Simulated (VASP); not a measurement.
**Re2P3: single point with PBE+D3(BJ)**

Crystal: Re2P3.

```
CELL_PARAMETERS angstrom
2.94014 0.00000 0.00000
-1.47007 2.54624 0.00000
0.00000 0.00000 9.46224
ATOMIC_POSITIONS crystal
Re 0.33333 0.66667 0.80081
Re 0.66667 0.33333 0.19919
P 0.66667 0.33333 0.62342
P 0.00000 0.00000 0.00000
P 0.33333 0.66667 0.37658
```

```yaml
Program: VASP 6.6.1
Task: single point
Functional: PBE
Dispersion: D3(BJ)
Potentials_or_basis: VASP PAW PBE potentials, release 64 (Re, P)
Cutoff: 520 eV
k_mesh: 12 × 12 × 4
Occupations: gaussian, width 0.1 eV
Spin: no spin polarisation
Dipole_correction: no
Further_INCAR_settings: ALGO = Normal; EDIFF = 1e-07; NBANDS = 22
```

```json
{"Pressure": "0.7 GPa", "Largest force": "0.066 eV/Å", "Band gap on the k mesh": "zero (an odd number of electrons rules out a gap without spin polarisation)", "Dispersion energy per atom": "-0.571 eV"}
```

Forces on the atoms (eV/Å):
```
Re   0.000  0.000  0.032
Re   0.000  0.000 -0.032
P    0.000  0.000 -0.066
P    0.000  0.000  0.000
P    0.000  0.000  0.066
```

Stress tensor (GPa, compression positive):
```
0.51 0.00 0.00
0.00 0.51 0.00
0.00 0.00 0.99
```

Levels at points of the mesh, in eV from the Fermi level:
| k point | band 11 | band 12 | band 13 | band 14 | band 15 | band 16 | band 17 | band 18 | band 19 | band 20 |
| --- | --- | --- | --- | --- | --- | --- | --- | --- | --- | --- |
| (0.00, 0.00, 0.00) | -2.36 | -0.30 | -0.30 | -0.11 | -0.11 | 1.56 | 3.65 | 3.65 | 4.61 | 4.61 |
| (0.50, 0.00, 0.00) | -2.28 | -1.99 | -1.46 | 0.29 | 0.57 | 2.57 | 2.58 | 3.04 | 3.53 | 4.04 |
| (0.00, 0.00, 0.50) | -2.35 | -0.27 | -0.27 | -0.13 | -0.13 | 1.52 | 3.37 | 3.37 | 5.30 | 5.30 |
| (0.50, 0.00, 0.50) | -2.21 | -1.82 | -1.68 | 0.09 | 1.17 | 2.57 | 2.58 | 2.63 | 3.26 | 3.57 |

It took 54 s on 1 thread of Intel(R) Xeon(R) 6975P-C (Granite Rapids), on a shared host, peak memory 0.25 GiB.

Caveat: spin-orbit coupling is left out, which moves the levels of the heavy elements.
